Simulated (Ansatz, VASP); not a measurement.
**Two plane-wave programs on Ba4Ti3O10**

```xyz
17
Lattice="3.9699 0.0000 0.0000 0.0000 3.9699 0.0000 0.0000 0.0000 26.9096" Properties=species:S:1:pos:R:3 pbc="T T T"
Ba    1.9849    1.9849    7.5000
Ba    1.9849    1.9849   11.4699
Ba    1.9849    1.9849   15.4397
Ba    1.9849    1.9849   19.4096
O     0.0000    0.0000    7.5000
O     1.9849    0.0000    9.4849
O     0.0000    1.9849    9.4849
O     0.0000    0.0000   11.4699
O     1.9849    0.0000   13.4548
O     0.0000    1.9849   13.4548
O     0.0000    0.0000   15.4397
O     1.9849    0.0000   17.4247
O     0.0000    1.9849   17.4247
O     0.0000    0.0000   19.4096
Ti    0.0000    0.0000    9.4849
Ti    0.0000    0.0000   13.4548
Ti    0.0000    0.0000   17.4247
```

Alike in both runs: task single point; functional r2SCAN; k mesh 7 × 7 × 1; occupations gaussian, width 0.05 eV; no spin polarisation.

|  | VASP | Ansatz |
| --- | --- | --- |
| version | VASP 6.6.1 | Ansatz 0.2.0 |
| potentials or method | VASP PAW PBE potentials, release 64 (Ba_sv, O, Ti_sv), cutoff 580 eV | scalar-relativistic, plane waves, PAW |
| valence electrons in the cell | 136 | 136 |

Ansatz gave:

* gap on the k mesh at the Fermi level (eV): 2.31
* least direct gap on the mesh (eV): 2.37
* rms of the force components (eV/Å): 0.252

Problem. Estimate VASP's values.

Solution. gap on the k mesh at the Fermi level (eV): 2.30; least direct gap on the mesh (eV): 2.38; rms of the force components (eV/Å): 0.237.

VASP's potentials were made for PBE, not for r2SCAN. With one functional, cell and mesh, what is left measures potentials, basis and numerics. Ansatz's warnings: xc potential rough in thin density.

Spin-orbit coupling is off throughout.
